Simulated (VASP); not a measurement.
Here is a VASP 6.6.1 calculation.

File INCAR:

```
  ALGO = Normal
  EDIFF = 1E-6
  ENCUT = 520
  GGA = PS
  ISIF = 2
  ISMEAR = -1
  ISPIN = 2
  LASPH = T
  LCHARG = T
  LELF = T
  LORBIT = 11
  LREAL = Auto
  LVHAR = T
  LWAVE = F
  MAGMOM = 0 0 0 0 0 0 0 0 0 0 0 0 0 0 0 0 1
  NBANDS = 53
  NELM = 150
  PREC = Accurate
  SIGMA = 0.05
```

The input KPOINTS:

```
k-points
0
Gamma
  2 2 2
```

POSCAR

```
Si16O
1.0
    0.0000000000      5.4300000000      5.4300000000
    5.4300000000      0.0000000000      5.4300000000
    5.4300000000      5.4300000000      0.0000000000
Si O
16 1
Direct
    0.0739410681      0.0861325967     -0.0646408840
    0.1808931860      0.1019613260      0.1382965009
    0.0210497238     -0.0834622468      0.5149539595
    0.2003775322      0.1123480663      0.5748526703
    0.0023941068      0.5039963168      0.0647329650
    0.1006813996      0.7259484346      0.1504604052
    0.0588397790      0.5057090239      0.4822836096
    0.1528084715      0.5321823204      0.6957918969
    0.5422007366      0.0667127072     -0.0002854512
    0.6762891344      0.1979281768      0.1004696133
    0.6189779006     -0.0026979742      0.4786648250
    0.6760497238      0.1650368324      0.6090699816
    0.5217587477      0.5492357274     -0.0667127072
    0.5702394107      0.6990976059      0.1416758748
    0.5293001842      0.4956353591      0.4911970534
    0.6651933702      0.6170349908      0.5975690608
    0.8768139963      0.7343278085      1.1661325967
```

Potentials or basis: VASP PAW PBE potentials, release 64 (Si, O).

Run with:

```console
$ cat potpaw_PBE.64/Si/POTCAR potpaw_PBE.64/O/POTCAR > POTCAR
$ mpirun -np 1 vasp_std > vasp.out
```

(1) Estimate the largest force.

(2) What does it give for the net moment?

Results:

(1) 4.524 eV/Å.

(2) 0.00 μB per cell.

Caveat: the k points lie up to 0.50 Å⁻¹ apart; the PAW data sets were made with another functional, which shifts forces and pressure a little.
